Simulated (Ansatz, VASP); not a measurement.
## SrCl2 in VASP and in Ansatz

INCAR

```
PREC = Accurate
ENCUT = 520
EDIFF = 1E-6
ISMEAR = 0
SIGMA = 0.05
LREAL = F
LASPH = T
NELM = 60
ALGO = Normal
ISIF = 2
LWAVE = F
LCHARG = F
GGA = PE
NBANDS = 19
```

KPOINTS

```
Automatic mesh
0
Gamma
  6 6 6
```

Contents of POSCAR:

```
SrCl2
1.0
    0.0000000000      3.5720146938      3.4136495103
    3.5720146938      0.0000000000      3.4136495103
    3.5720146938      3.5720146938      0.0000000000
Sr Cl
1 2
Direct
    0.0000000000      0.0000000000      0.0000000000
    0.2500000000      0.2500000000      0.2500000000
    0.7500000000      0.7500000000      0.7500000000
```

Input for Ansatz:

```yaml
crystal:
  lattice:
    - [0.0, 3.5720146938, 3.4136495103]
    - [3.5720146938, 0.0, 3.4136495103]
    - [3.5720146938, 3.5720146938, 0.0]
  atoms:
    - { symbol: Sr, position: [0.0, 0.0, 0.0] }
    - { symbol: Cl, position: [0.25, 0.25, 0.25] }
    - { symbol: Cl, position: [0.75, 0.75, 0.75] }
basis:
  ecutwfc: 420
kpoints:
  mp_grid: { grid: [6, 6, 6] }
hamiltonian:
  xc: pbe
scf:
  occupations: { method: gaussian, width: 0.05 }
output:
  forces: true
  stress: true
  eigenvalues: true
```

Change from the starting cell: strain +e along x and -e along y +0.0000, strain +e along z and -e/2 along x and y -0.0300.

Alike in both runs: task single point; functional PBE; k mesh 6 × 6 × 6; occupations gaussian, width 0.05 eV; no spin polarisation.

|  | VASP | Ansatz |
| --- | --- | --- |
| version | VASP 6.6.1 | Ansatz 0.2.0 |
| potentials or method | VASP PAW PBE potentials, release 64 (Sr_sv, Cl), cutoff 520 eV | scalar-relativistic, plane waves, PAW |
| valence electrons in the cell | 24 | 24 |

```csv
,VASP,Ansatz,Ansatz less VASP
gap on the k mesh at the Fermi level (eV),5.00,5.00,+0.003
least direct gap on the mesh (eV),5.28,5.28,+0.001
pressure (GPa),0.2,0.1,-0.07
"traceless stress, the component that is largest in VASP (GPa)",1.53,1.54,+0.009
```
